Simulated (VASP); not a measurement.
# CuI (F-43m) in VASP: further runs, part 2 of 2

VASP 6.6.1.

## (5) Single point, revPBE

This run uses another cell than the first one, of 29.23 Å³/atom.

The input, INCAR:

```
PREC = Accurate
ENCUT = 520
EDIFF = 1E-6
ISMEAR = -1
SIGMA = 0.05
LREAL = F
LASPH = T
NELM = 80
ALGO = Normal
ISIF = 2
LWAVE = F
LCHARG = T
GGA = RE
LELF = T
LVHAR = T
NBANDS = 16
```

The input, KPOINTS:

```
Automatic mesh
0
Gamma
  8 8 8
```

The input, POSCAR:

```
CuI
1.0
    0.0000000000      3.0804650634      3.0804650634
    3.0804650634      0.0000000000      3.0804650634
    3.0804650634      3.0804650634      0.0000000000
I Cu
1 1
Direct
    0.0000000000      0.0000000000      0.0000000000
    0.7500000000      0.7500000000      0.7500000000
```

Started as:

```sh
> cat potpaw_PBE.64/I/POTCAR potpaw_PBE.64/Cu/POTCAR > POTCAR
> mpirun -np 1 vasp_std > vasp.out
```

Run time: 51 s. Hardware: 1 thread of AMD EPYC 7R13, shared host; peak memory 0.16 GiB.

Results (log left out):

```yaml
Free_energy: -4.9522 eV
Pressure: 0.0 GPa
Band_gap_on_the_k_mesh: 1.12 eV
```

Levels at points of the mesh, in eV from the valence-band top:
| k point | band 7 | band 8 | band 9 | band 10 | band 11 | band 12 |
| --- | --- | --- | --- | --- | --- | --- |
| (0.00, 0.00, 0.00) | 0.00 | 0.00 | 0.00 | 1.12 | 4.94 | 4.94 |
| (0.50, 0.00, 0.00) | -1.57 | -0.63 | -0.63 | 2.18 | 5.46 | 5.46 |
| (0.50, 0.50, 0.00) | -1.56 | -1.32 | -1.32 | 2.91 | 2.97 | 8.99 |

Caveat: the PAW data sets were made with another functional, which shifts forces and pressure a little; spin-orbit coupling is left out, which moves the levels of the heavy elements.

## (6) Single point, BLYP

This run uses another cell than the first one, of 30.54 Å³/atom.

The input, INCAR:

```
SYSTEM = CuI
PREC     = Accurate       ! precision mode
ENCUT    = 520            ! plane-wave cutoff, eV
EDIFF    = 1E-6           ! SCF threshold, eV
ISMEAR   = -1             ! smearing method
SIGMA    = 0.05           ! smearing width, eV
LREAL    = .FALSE.        ! projectors in reciprocal space
LASPH    = .TRUE.         ! aspherical terms in the spheres
NELM     = 80             ! most SCF steps
ALGO     = Normal         ! electronic algorithm
ISIF     = 2              ! what is computed and relaxed
LWAVE    = .FALSE.        ! write WAVECAR
LCHARG   = .FALSE.        ! write CHGCAR
GGA      = B5             ! functional
ALDAX    = 1.0          
AGGAX    = 1.0          
AGGAC    = 1.0          
ALDAC    = 0.0          
NBANDS   = 16             ! bands
```

The input, KPOINTS:

```
Automatic mesh
0
G
  8 8 8
  0 0 0
```

The input, POSCAR:

```
CuI
1.0
    0.0000000000      3.1257923386      3.1257923386
    3.1257923386      0.0000000000      3.1257923386
    3.1257923386      3.1257923386      0.0000000000
I Cu
1 1
Direct
    0.0000000000      0.0000000000      0.0000000000
    0.7500000000      0.7500000000      0.7500000000
```

Potentials or basis: VASP PAW PBE potentials, release 64 (I, Cu).

Started as:

```sh
> cat potpaw_PBE.64/I/POTCAR potpaw_PBE.64/Cu/POTCAR > POTCAR
> mpirun -np 1 vasp_std > vasp.out
```

OUTCAR:

```text
SYSTEM = CuI
   PREC = Accurate
   ENCUT = 520
   EDIFF = 1E-6
   ISMEAR = -1
   LREAL = .FALSE.
   LASPH = .TRUE.
   NELM = 80
   ISIF = 2
   GGA = B5

 ion  position               nearest neighbor table
   1  0.000  0.000  0.000-   2 2.71   2 2.71   2 2.71   2 2.71
   2  0.750  0.750  0.750-   1 2.71   1 2.71   1 2.71   1 2.71

  LATTYP: Found a face centered cubic cell.
 ALAT       =     6.2515846772

  Lattice vectors:

 A1 = (   0.0000000000,   3.1257923386,   3.1257923386)
 A2 = (   3.1257923386,   0.0000000000,   3.1257923386)
 A3 = (   3.1257923386,   3.1257923386,   0.0000000000)

Analysis of symmetry for initial positions (statically):
=====================================================================
 Subroutine PRICEL returns:
 Original cell was already a primitive cell.

 Routine SETGRP: Setting up the symmetry group for a
 face centered cubic supercell.

 Subroutine GETGRP returns: Found 24 space group operations
 (whereof 24 operations were pure point group operations)
 out of a pool of 48 trial point group operations.

The static configuration has the point symmetry T_d .

Analysis of symmetry for dynamics (positions and initial velocities):
=====================================================================
 Subroutine PRICEL returns:
 Original cell was already a primitive cell.

 Routine SETGRP: Setting up the symmetry group for a
 face centered cubic supercell.

 Subroutine GETGRP returns: Found 24 space group operations
 (whereof 24 operations were pure point group operations)
 out of a pool of 48 trial point group operations.

The dynamic configuration has the point symmetry T_d .

 Subroutine INISYM returns: Found 24 space group operations
 (whereof 24 operations are pure point group operations),
 and found     1 'primitive' translations

----------------------------------------------------------------------------------------

                                     Primitive cell

  volume of cell :      61.0816

  direct lattice vectors                    reciprocal lattice vectors
     0.000000000  3.125792339  3.125792339    -0.159959443  0.159959443  0.159959443
     3.125792339  0.000000000  3.125792339     0.159959443 -0.159959443  0.159959443
     3.125792339  3.125792339  0.000000000     0.159959443  0.159959443 -0.159959443

  length of vectors
     4.420537918  4.420537918  4.420537918     0.277057882  0.277057882  0.277057882

  position of ions in fractional coordinates (direct lattice)
     0.000000000  0.000000000  0.000000000
     0.750000000  0.750000000  0.750000000

  ion indices of the primitive-cell ions
   primitive index   ion index
                 1           1
                 2           2

----------------------------------------------------------------------------------------

 KPOINTS: Automatic mesh

Automatic generation of k-mesh.
 Grid dimensions read from file:
 generate k-points for:    8    8    8

 Generating k-lattice:

  Cartesian coordinates                     Fractional coordinates (reciprocal lattice)
    -0.019994930  0.019994930  0.019994930     0.125000000  0.000000000  0.000000000
     0.019994930 -0.019994930  0.019994930     0.000000000  0.125000000  0.000000000
     0.019994930  0.019994930 -0.019994930     0.000000000  0.000000000  0.125000000

  Length of vectors
     0.034632235  0.034632235  0.034632235

  Shift w.r.t. Gamma in fractional coordinates (k-lattice)
     0.000000000  0.000000000  0.000000000

 Subroutine IBZKPT returns following result:
 ===========================================

 Found     29 irreducible k-points:

 Following reciprocal coordinates:
            Coordinates               Weight
  0.000000  0.000000  0.000000      1.000000
  0.125000  0.000000  0.000000      8.000000
  0.250000  0.000000  0.000000      8.000000
  0.375000  0.000000  0.000000      8.000000
  0.500000  0.000000  0.000000      4.000000
  0.125000  0.125000  0.000000      6.000000
[... 16 lines left out ...]
  0.500000  0.250000  0.125000     48.000000
 -0.375000  0.250000  0.125000     24.000000
 [... further k-points ...]
   k-points           NKPTS =     29   k-points in BZ     NKDIM =     29   number of bands    NBANDS=     16
   number of dos      NEDOS =    301   number of ions     NIONS =      2
   total plane-waves  NPLWV =  46656
   dimension x,y,z NGX =    36 NGY =   36 NGZ =   36
   dimension x,y,z NGXF=    72 NGYF=   72 NGZF=   72
   ions per type =               1   1
   NGX,Y,Z   is equivalent  to a cutoff of  13.54, 13.54, 13.54 a.u.
   NGXF,Y,Z  is equivalent  to a cutoff of  27.08, 27.08, 27.08 a.u.
 SYSTEM =  CuI
   PREC   = accura    normal or accurate (medium, high low for compatibility)
   ISTART =      0    job   : 0-new  1-cont  2-samecut
   ICHARG =      2    charge: 1-file 2-atom 10-const
   ISPIN  =      1    spin polarized calculation?
   LNONCOLLINEAR =      F non collinear calculations
   LSORBIT =      F    spin-orbit coupling
   LASPH  =      T    aspherical Exc in radial PAW
   ENCUT  =  520.0 eV  38.22 Ry    6.18 a.u.   8.22  8.22  8.22*2*pi/ulx,y,z
   NELM   =     80;   NELMIN=  2; NELMDL= -5     # of ELM steps
   EDIFF  = 0.1E-05   stopping-criterion for ELM
   LREAL  =      F    real-space projection
   EDIFFG = 0.1E-04   stopping-criterion for IOM
   NSW    =      0    number of steps for IOM
   IBRION =     -1    ionic relax: 0-MD 1-quasi-New 2-CG
   NFREE  =      0    steps in history (QN), initial steepest desc. (CG)
   ISIF   =      2    stress and relaxation
   ISYM   =      2    0-nonsym 1-usesym 2-fastsym
   POTIM  = 0.5000    time-step for ionic-motion
   TEBEG  =    0.0;   TEEND  =   0.0 temperature during run
   PSTRESS=    0.0 pullay stress
   NELECT =      18.0000    total number of electrons
   NUPDOWN=      -1.0000    fix difference up-down
   EMIN   =  10.00;   EMAX   =-10.00  energy-range for DOS
   EFERMI =   0.00;   METHOD = LEGACY
   ISMEAR =    -1;   SIGMA  =   0.05  broadening in eV -4-tet -1-fermi 0-gaus
   EFERMI_NEDOS =   21; number of points for ismear=-14 and -15
   IALGO  =     38    algorithm
   IMIX   =      4    mixing-type and parameters
     AMIX     =   0.40;   BMIX     =  1.00
     AMIX_MAG =   1.60;   BMIX_MAG =  1.00
  volume/ion in A,a.u.               =      30.54       206.10
  Fermi-wavevector in a.u.,A,eV,Ry     =   1.089421  2.058706 16.147898  1.186837
  Thomas-Fermi vector in A             =   2.225623
   LORBIT       =      0    0 simple, 1 ext, 2 COOP (PROOUT), +10 PAW based schemes
   GGA     = B5    functional components
   LHFCALC =     F    Hartree Fock is set to
   AEXX    =    0.0000 exact exchange contribution
   IVDW    =     0    specifies the selected vdW correction
   LEPSILON=     F    determine dielectric tensor
   LRPA    =     F    only Hartree local field effects (RPA)
 non-spin polarized calculation
  energy-cutoff  :      520.00
  volume of cell :       61.08
 maximum number of plane-waves:      1676
 NGX is ok and might be reduce to    36
   NGX = 17   NGY = 17   NGZ = 17

 number of electron      17.9999988 magnetization

 Free energy of the ion-electron system (eV)
  ---------------------------------------------------
  ext. energy  EPLUGINS =         0.00000000
  ---------------------------------------------------
  free energy    TOTEN  =        -4.65398548 eV

  energy without entropy =       -4.65398488  energy(sigma->0) =       -4.65398518

 E-fermi :   4.3599     XC(G=0):  -8.0336

 val. band max:        3.8206228841   @ k =   0.0000   0.0000   0.0000
 cond. band min:       4.8055299579   @ k =   0.0000   0.0000   0.0000
 fundamental gap:      0.9849070738
 Fermi energy:         4.3598823341

 k-point     1 :       0.0000    0.0000    0.0000
  band No.  band energies     occupation
      1      -9.6831      2.00000
      2       0.6040      2.00000
      3       0.6040      2.00000
      4       0.6040      2.00000
      5       2.2888      2.00000
      6       2.2888      2.00000
[... 8 lines left out ...]
     15      13.3828      0.00000
     16      13.3828      0.00000
[... 419 lines left out ...]
 k-point    24 :      -0.3750    0.2500    0.1250
  band No.  band energies     occupation
      1      -9.1872      2.00000
      2      -0.9179      2.00000
      3       0.1274      2.00000
      4       0.5722      2.00000
      5       2.2390      2.00000
      6       2.3001      2.00000
[... 8 lines left out ...]
     15      14.5091      0.00000
     16      14.9722      0.00000

 [... further k-points ...]

------------------------ aborting loop because EDIFF is reached ----------------------------------------

  FORCE on cell =-STRESS in cart. coord.  units (eV):
  Direction    XX          YY          ZZ          XY          YZ          ZX
  --------------------------------------------------------------------------------------
  -------------------------------------------------------------------------------------
  Total        0.0061733      0.0061733      0.0061733     -0.0000000      0.0000000      0.0000000
  in kB        0.1619254      0.1619254      0.1619254     -0.0000000      0.0000000      0.0000000
  external PRESSURE =       0.1619254 kB  Pullay stress =       0.0000000 kB

 VOLUME and BASIS-vectors are now :
 -----------------------------------------------------------------------------
  energy-cutoff  :      520.00
  volume of cell :       61.08
      direct lattice vectors                 reciprocal lattice vectors
     0.000000000  3.125792339  3.125792339    -0.159959443  0.159959443  0.159959443
     3.125792339  0.000000000  3.125792339     0.159959443 -0.159959443  0.159959443
     3.125792339  3.125792339  0.000000000     0.159959443  0.159959443 -0.159959443

 POSITION                                       TOTAL-FORCE (eV/Angst)
 -----------------------------------------------------------------------------------
      0.00000      0.00000      0.00000        -0.000000     -0.000000     -0.000000
      4.68869      4.68869      4.68869         0.000000      0.000000      0.000000
 -----------------------------------------------------------------------------------
    total drift:                                0.000001      0.000001      0.000001

  FREE ENERGIE OF THE ION-ELECTRON SYSTEM (eV)
  ---------------------------------------------------
  free  energy   TOTEN  =        -4.6539854818 eV

  energy  without entropy=       -4.6539848796  energy(sigma->0) =       -4.65398518
```

Run time: 81 s. Hardware: 1 thread of AMD EPYC 7R13, shared host; peak memory 0.18 GiB.

What came out:

- Free energy: -4.6540 eV
- Pressure: 0.0 GPa
- Band gap on the k mesh: 0.98 eV

Caveat: the PAW data sets were made with another functional, which shifts forces and pressure a little; spin-orbit coupling is left out, which moves the levels of the heavy elements.

## (7) Overview

```csv
level,cell,smearing,gap on the mesh (eV),pressure (GPa)
revPBE+D4,"a = 4.211 Å, angles 60.0°, 2 atoms",fermi-dirac 0.05 eV,1.39,0.1
BLYP,"a = 4.287 Å, angles 60.0°, 2 atoms",fermi-dirac 0.05 eV,1.22,3.8
PBE,"a = 4.287 Å, angles 60.0°, 2 atoms",gaussian 0.012 eV,1.14,0.3
revPBE,"a = 4.356 Å, angles 60.0°, 2 atoms",fermi-dirac 0.05 eV,1.12,0.0
BLYP,"a = 4.421 Å, angles 60.0°, 2 atoms",fermi-dirac 0.05 eV,0.98,0.0
```

Alike in all rows: task single point; potentials or basis VASP PAW PBE potentials, release 64 (I, Cu); no spin polarisation; k mesh 8 × 8 × 8; cutoff (eV) 520.

Caveats: spin-orbit coupling is left out, which moves the levels of the heavy elements; the PAW data sets were made with another functional, which shifts forces and pressure a little (at least some runs); the cell stands under pressure (at least some runs).

Absolute energies hang on the potentials; compare differences alone.
